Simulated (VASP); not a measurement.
# WC in VASP: settings compared

The runs below take WC through single point, with r2SCAN, HSE06.

Everything below comes from runs of VASP 6.6.1. Logs are shortened: lines on timing, memory, paths and dates and some standing lists are left out, and cuts for length are marked.

**1. The cell of the first run**

The typed cell holds 2 atoms: a = 2.679 Å, b = 2.679 Å, c = 4.309 Å, α = 90.00°, β = 90.00°, γ = 104.49°.

**2. Single point, r2SCAN**

POSCAR

```
WC
1.0
    1.6403461100     -2.1180379000      0.0000000000
    1.6403461100      2.1180379000      0.0000000000
    0.0000000000      0.0000000000      4.3094211000
W C
1 1
Direct
    0.5148190000      0.5227010000      0.4938880000
   -0.0034950000      0.0072040000     -0.0096200000
```

INCAR.step1

```
  ALGO = Normal
  EDIFF = 1E-4
  ENCUT = 520
  GGA = PE
  ISMEAR = -1
  LASPH = T
  LCHARG = F
  LREAL = F
  LWAVE = T
  NBANDS = 16
  NELM = 60
  PREC = Accurate
  SIGMA = 0.005
```

INCAR.step2

```
  ALGO = Normal
  EDIFF = 1E-6
  ENCUT = 520
  ISIF = 2
  ISMEAR = -1
  ISTART = 1
  LASPH = T
  LCHARG = F
  LMIXTAU = T
  LREAL = F
  LWAVE = F
  METAGGA = R2SCAN
  NBANDS = 16
  NELM = 60
  PREC = Accurate
  SIGMA = 0.005
```

KPOINTS

```
k-points
0
Gamma
  7 7 5
```

Potentials or basis: VASP PAW PBE potentials, release 64 (W_sv, C).

The run is started by

```
$ cat potpaw_PBE.64/W_sv/POTCAR potpaw_PBE.64/C/POTCAR > POTCAR
$ cp INCAR.step1 INCAR
$ mpirun -np 1 vasp_std > vasp.out
$ cp INCAR.step2 INCAR
$ mpirun -np 1 vasp_std > vasp.out
```

OUTCAR:

```text
EDIFF = 1E-6
   ENCUT = 520
   ISIF = 2
   ISMEAR = -1
   ISTART = 1
   LASPH = T
   LREAL = F
   METAGGA = R2SCAN
   NELM = 60
   PREC = Accurate

 ion  position               nearest neighbor table
   1  0.515  0.523  0.494-   2 2.66   2 2.69   2 2.73   2 2.75
   2  0.997  0.007  0.990-   1 2.66   1 2.69   1 2.73   1 2.75

  LATTYP: Found a base centered orthorhombic cell.
 ALAT       =     3.2806922200
 B/A-ratio  =     1.2912140231
 C/A-ratio  =     1.3135706769

  Lattice vectors:

 A1 = (   1.6403461100,  -2.1180379000,   0.0000000000)
 A2 = (   1.6403461100,   2.1180379000,   0.0000000000)
 A3 = (   0.0000000000,   0.0000000000,   4.3094211000)

Analysis of symmetry for initial positions (statically):
=====================================================================
 Subroutine PRICEL returns:
 Original cell was already a primitive cell.

 Routine SETGRP: Setting up the symmetry group for a
 base centered orthorhombic supercell.

 Subroutine GETGRP returns: Found  1 space group operations
 (whereof  1 operations were pure point group operations)
 out of a pool of  8 trial point group operations.

The static configuration has the point symmetry C_1 .

Analysis of symmetry for dynamics (positions and initial velocities):
=====================================================================
 Subroutine PRICEL returns:
 Original cell was already a primitive cell.

 Routine SETGRP: Setting up the symmetry group for a
 base centered orthorhombic supercell.

 Subroutine GETGRP returns: Found  1 space group operations
 (whereof  1 operations were pure point group operations)
 out of a pool of  8 trial point group operations.

The dynamic configuration has the point symmetry C_1 .

 Subroutine INISYM returns: Found  1 space group operations
 (whereof  1 operations are pure point group operations),
 and found     1 'primitive' translations

----------------------------------------------------------------------------------------

                                     Primitive cell

  volume of cell :      29.9446

  direct lattice vectors                    reciprocal lattice vectors
     1.640346110 -2.118037900  0.000000000     0.304813720 -0.236067542  0.000000000
     1.640346110  2.118037900  0.000000000     0.304813720  0.236067542  0.000000000
     0.000000000  0.000000000  4.309421100     0.000000000  0.000000000  0.232049729

  length of vectors
     2.678958735  2.678958735  4.309421100     0.385537661  0.385537661  0.232049729

  position of ions in fractional coordinates (direct lattice)
     0.514819000  0.522701000  0.493888000
     0.996505000  0.007204000  0.990380000

  ion indices of the primitive-cell ions
   primitive index   ion index
                 1           1
                 2           2

----------------------------------------------------------------------------------------

 KPOINTS: k-points

Automatic generation of k-mesh.
 Grid dimensions read from file:
 generate k-points for:    7    7    5

 Generating k-lattice:

  Cartesian coordinates                     Fractional coordinates (reciprocal lattice)
     0.043544817 -0.033723935  0.000000000     0.142857143  0.000000000  0.000000000
     0.043544817  0.033723935  0.000000000     0.000000000  0.142857143  0.000000000
     0.000000000  0.000000000  0.046409946     0.000000000  0.000000000  0.200000000

  Length of vectors
     0.055076809  0.055076809  0.046409946

  Shift w.r.t. Gamma in fractional coordinates (k-lattice)
     0.000000000  0.000000000  0.000000000

 Subroutine IBZKPT returns following result:
 ===========================================

 Found    123 irreducible k-points:

 Following reciprocal coordinates:
            Coordinates               Weight
  0.000000  0.000000  0.000000      1.000000
  0.142857  0.000000  0.000000      2.000000
  0.000000  0.142857  0.000000      2.000000
  0.285714  0.000000  0.000000      2.000000
  0.000000  0.285714  0.000000      2.000000
  0.428571  0.000000  0.000000      2.000000
[... 16 lines left out ...]
 -0.285714  0.285714  0.000000      2.000000
  0.428571  0.428571  0.000000      2.000000
 [... further k-points ...]
   k-points           NKPTS =    123   k-points in BZ     NKDIM =    123   number of bands    NBANDS=     16
   number of dos      NEDOS =    301   number of ions     NIONS =      2
   total plane-waves  NPLWV =  12800
   dimension x,y,z NGX =    20 NGY =   20 NGZ =   32
   dimension x,y,z NGXF=    40 NGYF=   40 NGZF=   64
   ions per type =               1   1
   NGX,Y,Z   is equivalent  to a cutoff of  12.41, 12.41, 12.34 a.u.
   NGXF,Y,Z  is equivalent  to a cutoff of  24.82, 24.82, 24.69 a.u.
 SYSTEM =  unknown system
   PREC   = accura    normal or accurate (medium, high low for compatibility)
   ISTART =      1    job   : 0-new  1-cont  2-samecut
   ICHARG =      0    charge: 1-file 2-atom 10-const
   ISPIN  =      1    spin polarized calculation?
   LNONCOLLINEAR =      F non collinear calculations
   LSORBIT =      F    spin-orbit coupling
   LASPH  =      T    aspherical Exc in radial PAW
   ENCUT  =  520.0 eV  38.22 Ry    6.18 a.u.   4.98  4.98  8.01*2*pi/ulx,y,z
   NELM   =     60;   NELMIN=  2; NELMDL=  0     # of ELM steps
   EDIFF  = 0.1E-05   stopping-criterion for ELM
   LREAL  =      F    real-space projection
   EDIFFG = 0.1E-04   stopping-criterion for IOM
   NSW    =      0    number of steps for IOM
   IBRION =     -1    ionic relax: 0-MD 1-quasi-New 2-CG
   NFREE  =      0    steps in history (QN), initial steepest desc. (CG)
   ISIF   =      2    stress and relaxation
   ISYM   =      2    0-nonsym 1-usesym 2-fastsym
   POTIM  = 0.5000    time-step for ionic-motion
   TEBEG  =    0.0;   TEEND  =   0.0 temperature during run
   PSTRESS=    0.0 pullay stress
   NELECT =      18.0000    total number of electrons
   NUPDOWN=      -1.0000    fix difference up-down
   EMIN   =  10.00;   EMAX   =-10.00  energy-range for DOS
   EFERMI =   0.00;   METHOD = LEGACY
   ISMEAR =    -1;   SIGMA  =   0.01  broadening in eV -4-tet -1-fermi 0-gaus
   EFERMI_NEDOS =   21; number of points for ismear=-14 and -15
   IALGO  =     38    algorithm
   IMIX   =      4    mixing-type and parameters
     AMIX     =   0.40;   BMIX     =  1.00
     AMIX_MAG =   1.60;   BMIX_MAG =  1.00
  volume/ion in A,a.u.               =      14.97       101.04
  Fermi-wavevector in a.u.,A,eV,Ry     =   1.381634  2.610909 25.972324  1.908912
  Thomas-Fermi vector in A             =   2.506400
   LORBIT       =      0    0 simple, 1 ext, 2 COOP (PROOUT), +10 PAW based schemes
   METAGGA = R2SCAN    functional components
   LHFCALC =     F    Hartree Fock is set to
   AEXX    =    0.0000 exact exchange contribution
   IVDW    =     0    specifies the selected vdW correction
   LEPSILON=     F    determine dielectric tensor
   LRPA    =     F    only Hartree local field effects (RPA)
 non-spin polarized calculation
  energy-cutoff  :      520.00
  volume of cell :       29.94
 maximum number of plane-waves:       822
   NGX =  9   NGY =  9   NGZ = 17

 number of electron      18.0000001 magnetization

 Free energy of the ion-electron system (eV)
  ---------------------------------------------------
  ext. energy  EPLUGINS =         0.00000000
  ---------------------------------------------------
  free energy    TOTEN  =       -55.45971122 eV

  energy without entropy =      -55.45945162  energy(sigma->0) =      -55.45958142

 E-fermi :   7.0896     XC(G=0): -12.8090

 val. band max:        7.0893146169   @ k =  -0.2857  -0.2857   0.4000
 cond. band min:       7.1506606691   @ k =  -0.2857   0.2857   0.2000
 fundamental gap:      0.0613460522
 Fermi energy:         7.0896272005

 k-point     1 :       0.0000    0.0000    0.0000
  band No.  band energies     occupation
      1     -69.7467      2.00000
      2     -33.4007      2.00000
      3     -32.7210      2.00000
      4     -32.4314      2.00000
      5      -6.0514      2.00000
      6       1.1135      2.00000
[... 8 lines left out ...]
     15      19.4957      0.00000
     16      22.5710      0.00000

 k-point     2 :       0.1429    0.0000    0.0000
  band No.  band energies     occupation
      1     -69.7297      2.00000
      2     -33.3755      2.00000
      3     -32.8638      2.00000
      4     -32.5132      2.00000
      5      -5.6380      2.00000
      6       1.7670      2.00000
[... 8 lines left out ...]
     15      19.0086      0.00000
     16      22.7226      0.00000

 k-point     3 :       0.0000    0.1429    0.0000
  band No.  band energies     occupation
      1     -69.7297      2.00000
      2     -33.3755      2.00000
      3     -32.8640      2.00000
      4     -32.5130      2.00000
      5      -5.6379      2.00000
      6       1.7669      2.00000
[... 8 lines left out ...]
     15      19.0066      0.00000
     16      22.7206      0.00000

 k-point     4 :       0.2857    0.0000    0.0000
  band No.  band energies     occupation
      1     -69.6914      2.00000
      2     -33.3189      2.00000
      3     -33.3145      2.00000
      4     -32.5443      2.00000
      5      -4.5152      2.00000
      6       2.3517      2.00000
[... 8 lines left out ...]
     15      17.0747      0.00000
     16      20.8575      0.00000

 k-point     5 :       0.0000    0.2857    0.0000
  band No.  band energies     occupation
      1     -69.6914      2.00000
      2     -33.3189      2.00000
      3     -33.3147      2.00000
      4     -32.5440      2.00000
      5      -4.5149      2.00000
      6       2.3514      2.00000
[... 8 lines left out ...]
     15      17.0701      0.00000
     16      20.8588      0.00000

 k-point     6 :       0.4286    0.0000    0.0000
  band No.  band energies     occupation
      1     -69.6606      2.00000
      2     -33.6852      2.00000
      3     -33.2720      2.00000
      4     -32.5408      2.00000
      5      -3.1173      2.00000
      6       1.3174      2.00000
[... 8 lines left out ...]
     15      14.9907      0.00000
     16      18.2001      0.00000

 k-point     7 :       0.0000    0.4286    0.0000
  band No.  band energies     occupation
      1     -69.6606      2.00000
      2     -33.6855      2.00000
      3     -33.2719      2.00000
      4     -32.5405      2.00000
      5      -3.1165      2.00000
      6       1.3163      2.00000
[... 8 lines left out ...]
     15      14.9822      0.00000
     16      18.2006      0.00000

 k-point     8 :       0.1429    0.1429    0.0000
  band No.  band energies     occupation
      1     -69.7113      2.00000
      2     -33.3467      2.00000
      3     -32.9535      2.00000
      4     -32.6823      2.00000
      5      -5.0529      2.00000
      6       2.8485      2.00000
[... 8 lines left out ...]
     15      18.5378      0.00000
     16      22.0412      0.00000

 k-point     9 :       0.2857    0.1429    0.0000
  band No.  band energies     occupation
      1     -69.6735      2.00000
      2     -33.3241      2.00000
      3     -33.2907      2.00000
      4     -32.7804      2.00000
      5      -3.8574      2.00000
      6       2.5970      2.00000
[... 8 lines left out ...]
     15      17.1311      0.00000
     16      19.7337      0.00000
[... 172 lines left out ...]
 k-point    19 :       0.4286    0.2857    0.0000
  band No.  band energies     occupation
      1     -69.6106      2.00000
      2     -33.5995      2.00000
      3     -33.2041      2.00000
      4     -33.1939      2.00000
      5      -2.1020      2.00000
      6       2.8381      2.00000
[... 8 lines left out ...]
     15      17.7641      0.00000
     16      19.0346      0.00000

 k-point    20 :       0.2857    0.4286    0.0000
  band No.  band energies     occupation
      1     -69.6106      2.00000
      2     -33.5997      2.00000
      3     -33.2041      2.00000
      4     -33.1936      2.00000
      5      -2.1016      2.00000
      6       2.8382      2.00000
[... 8 lines left out ...]
     15      17.7634      0.00000
     16      19.0344      0.00000

 k-point    21 :      -0.4286    0.2857    0.0000
  band No.  band energies     occupation
      1     -69.6131      2.00000
      2     -33.5818      2.00000
      3     -33.2103      2.00000
      4     -33.1511      2.00000
      5      -2.7766      2.00000
      6       3.1486      2.00000
[... 8 lines left out ...]
     15      19.4847      0.00000
     16      19.8075      0.00000

 k-point    22 :       0.2857   -0.4286    0.0000
  band No.  band energies     occupation
      1     -69.6131      2.00000
      2     -33.5821      2.00000
      3     -33.2103      2.00000
      4     -33.1508      2.00000
      5      -2.7763      2.00000
      6       3.1496      2.00000
[... 8 lines left out ...]
     15      19.4857      0.00000
     16      19.8082      0.00000

 k-point    23 :      -0.2857    0.2857    0.0000
  band No.  band energies     occupation
      1     -69.6432      2.00000
      2     -33.2543      2.00000
      3     -33.2471      2.00000
      4     -33.1398      2.00000
      5      -3.8550      2.00000
      6       3.5894      2.00000
[... 8 lines left out ...]
     15      19.7513      0.00000
     16      20.8299      0.00000

 k-point    24 :       0.4286    0.4286    0.0000
  band No.  band energies     occupation
      1     -69.5841      2.00000
      2     -33.6620      2.00000
      3     -33.3901      2.00000
      4     -33.1693      2.00000
      5      -1.8286      2.00000
      6       3.5050      2.00000
[... 8 lines left out ...]
     15      16.9826      0.00000
     16      20.2615      0.00000

 [... further k-points ...]
[... 5 lines left out ...]
  --------------------------------------------------------------------------------------
  -------------------------------------------------------------------------------------
  Total       -7.4050447     -0.2752892    -11.3358524     -0.0003686     -0.0006915      0.0373920
  in kB     -396.2051525    -14.7292839   -606.5220805     -0.0197194     -0.0369972      2.0006481
  external PRESSURE =    -339.1521723 kB  Pullay stress =       0.0000000 kB

 VOLUME and BASIS-vectors are now :
 -----------------------------------------------------------------------------
  energy-cutoff  :      520.00
  volume of cell :       29.94
      direct lattice vectors                 reciprocal lattice vectors
     1.640346110 -2.118037900  0.000000000     0.304813720 -0.236067542  0.000000000
     1.640346110  2.118037900  0.000000000     0.304813720  0.236067542  0.000000000
     0.000000000  0.000000000  4.309421100     0.000000000  0.000000000  0.232049729

 POSITION                                       TOTAL-FORCE (eV/Angst)
 -----------------------------------------------------------------------------------
      1.70189      0.01669      2.12837         0.167431     -0.007014      0.141611
      1.64643     -2.09538      4.26796        -0.167431      0.007014     -0.141611
 -----------------------------------------------------------------------------------
    total drift:                                0.000146     -0.000011      0.000146

  FREE ENERGIE OF THE ION-ELECTRON SYSTEM (eV)
  ---------------------------------------------------
  free  energy   TOTEN  =       -55.4597112164 eV

  energy  without entropy=      -55.4594516161  energy(sigma->0) =      -55.45958142
```

It took 72 s on 1 thread of Intel Xeon 6975P-C (Granite Rapids), shared host; peak memory 0.18 GiB.

What came out:

```yaml
Free_energy: -55.4597 eV
Pressure: -33.9 GPa
Largest_force: 0.219 eV/Å
Band_gap_on_the_k_mesh: zero (bands 9 and 10 overlap by 4.05 eV)
```

Forces on the atoms (eV/Å):
```
W    0.167 -0.007  0.142
C   -0.167  0.007 -0.142
```

Stress tensor (GPa, compression positive):
```
-39.62   0.00   0.20
  0.00  -1.47   0.00
  0.20   0.00 -60.65
```

Caveat: the cell stands under tension; the PAW data sets were made with another functional, which shifts forces and pressure a little; spin-orbit coupling is left out, which moves the levels of the heavy elements.

**3. Single point, HSE06**

POSCAR

```
WC
1.0
    1.6403461100     -2.1180379000      0.0000000000
    1.6403461100      2.1180379000      0.0000000000
    0.0000000000      0.0000000000      4.3094211000
W C
1 1
Direct
    0.5000000000      0.5000000000      0.5000000000
    0.0000000000      0.0000000000      0.0000000000
```

INCAR.step1

```
ALGO = Normal ; EDIFF = 1E-5
ENCUT = 520 ; GGA = PE
ISIF = 2 ; ISMEAR = 0
LASPH = True ; LCHARG = False
LREAL = False ; LWAVE = True
NBANDS = 16 ; NELM = 60
PREC = Accurate ; SIGMA = 0.05
```

INCAR.step2

```
ALGO = Normal ; EDIFF = 1E-6
ENCUT = 520 ; GGA = PE
HFSCREEN = 0.2079 ; ISIF = 2
ISMEAR = 0 ; ISTART = 1
LASPH = True ; LCHARG = False
LHFCALC = True ; LREAL = False
LWAVE = False ; NBANDS = 16
NELM = 60 ; PREC = Accurate
PRECFOCK = Normal ; SIGMA = 0.05
```

KPOINTS

```
k-points
0
Gamma
  5 5 3
```

Potentials or basis: VASP PAW PBE potentials, release 64 (W_sv, C).

The run is started by

```
$ cat potpaw_PBE.64/W_sv/POTCAR potpaw_PBE.64/C/POTCAR > POTCAR
$ cp INCAR.step1 INCAR
$ mpirun -np 1 vasp_std > vasp.out
$ cp INCAR.step2 INCAR
$ mpirun -np 1 vasp_std > vasp.out
```

It took 4.5 min on 1 thread of Intel Xeon 6975P-C (Granite Rapids), shared host; peak memory 0.25 GiB.

The run converged. Its results:

```yaml
Free_energy: -19.5142 eV
Pressure: -41.0 GPa
Band_gap_on_the_k_mesh: zero (bands 9 and 10 overlap by 4.82 eV)
```

Stress tensor (GPa, compression positive):
```
-39.79   0.00   0.00
  0.00  -7.08   0.00
  0.00   0.00 -76.05
```

Levels at points of the mesh, in eV from the Fermi level:
```csv
k point,band 6,band 7,band 8,band 9,band 10,band 11,band 12,band 13
"(0.00, 0.00, 0.00)",-6.63,-4.33,-3.98,2.24,2.28,2.47,3.20,3.22
```

Caveat: the k points lie up to 0.49 Å⁻¹ apart, too coarse for converged energies and pressures of a metal; the PAW data sets were made with another functional, which shifts forces and pressure a little; spin-orbit coupling is left out, which moves the levels of the heavy elements.

**4. Single point, HSE06**

POSCAR is that of step 3.

INCAR.step1

```
SYSTEM = WC
  ALGO = Normal
  EDIFF = 1E-5
  ENCUT = 520
  GGA = PE
  ISIF = 2
  ISMEAR = 0
  LASPH = .True.
  LCHARG = .False.
  LREAL = .False.
  LWAVE = .True.
  NBANDS = 16
  NELM = 80
  PREC = Accurate
  SIGMA = 0.05
```

INCAR.step2

```
SYSTEM = WC
  ALGO = Normal
  EDIFF = 1E-7
  ENCUT = 520
  GGA = PE
  HFSCREEN = 0.2079
  ISIF = 2
  ISMEAR = 0
  ISTART = 1
  LASPH = .True.
  LCHARG = .False.
  LHFCALC = .True.
  LREAL = .False.
  LWAVE = .False.
  NBANDS = 16
  NELM = 80
  PREC = Accurate
  PRECFOCK = Normal
  SIGMA = 0.05
```

KPOINTS

```
k-points
0
Gamma
  5 5 3
  0 0 0
```

The run is started by

```
$ cat potpaw_PBE.64/W_sv/POTCAR potpaw_PBE.64/C/POTCAR > POTCAR
$ cp INCAR.step1 INCAR
$ mpirun -np 1 vasp_std > vasp.out
$ cp INCAR.step2 INCAR
$ mpirun -np 1 vasp_std > vasp.out
```

Wall time 4.9 min (1 thread of Intel Xeon 6975P-C (Granite Rapids), shared host); peak memory 0.25 GiB.

It converged, with:

| Quantity | Value |
| --- | --- |
| Free energy | -19.5142 eV |
| Pressure | -41.0 GPa |
| Band gap on the k mesh | zero (bands 9 and 10 overlap by 4.82 eV) |

Stress tensor (GPa, compression positive):
```
-39.78   0.00   0.00
  0.00  -7.08   0.00
  0.00   0.00 -76.06
```

Levels at points of the mesh, in eV from the Fermi level:
```
           k point  band 5  band 6  band 7  band 8  band 9  band 10  band 11  band 12  band 13  band 14
(0.00, 0.00, 0.00)  -14.24   -6.63   -4.33   -3.98    2.24     2.28     2.47     3.20     3.22     3.72
```

Caveat: the k points lie up to 0.49 Å⁻¹ apart, too coarse for converged energies and pressures of a metal; the PAW data sets were made with another functional, which shifts forces and pressure a little; spin-orbit coupling is left out, which moves the levels of the heavy elements.
